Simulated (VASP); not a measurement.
NbN, 24 atoms in the cell. The cell holds a slab with vacuum, 24 atoms: a = 6.253 Å, b = 6.253 Å, c = 22.382 Å, α = 90.00°, β = 90.00°, γ = 120.00°. 

- Program: VASP 6.6.1
- Task: relaxation of the atoms
- Functional: PBE
- Potentials or basis: VASP PAW PBE potentials, release 64 (Nb_sv, N)
- Cutoff: 520 eV
- k mesh: 4 × 4 × 1
- Occupations: gaussian, width 0.1 eV
- Spin: no spin polarisation
- Dipole correction: yes
- Atoms held fixed (from 0): [0, 1, 2, 3, 12, 13, 14, 15, 4, 5, 6, 7]
- Further INCAR settings: LREAL = Auto; ALGO = Normal; EDIFF = 1e-06; IBRION = 2; EDIFFG = -0.03; NSW = 90

Potentials or basis: VASP PAW PBE potentials, release 64 (Nb_sv, N).

The run is started by

```console
$ cat potpaw_PBE.64/Nb_sv/POTCAR potpaw_PBE.64/N/POTCAR > POTCAR
$ mpirun -np 1 vasp_std > vasp.out
```

Hardware: 1 × NVIDIA H100 80GB with 1 thread of Intel(R) Xeon(R) Platinum 8481C CPU @ 2.70GHz (Sapphire Rapids), with other jobs on the host.

How long does it take, and how much memory?

Wall time 15 min on 1 × NVIDIA H100 80GB with 1 thread of Intel(R) Xeon(R) Platinum 8481C CPU @ 2.70GHz (Sapphire Rapids), on a shared host, peak memory 1.7 GiB. Counts: scf iterations 194, k points 4, ion steps 11.
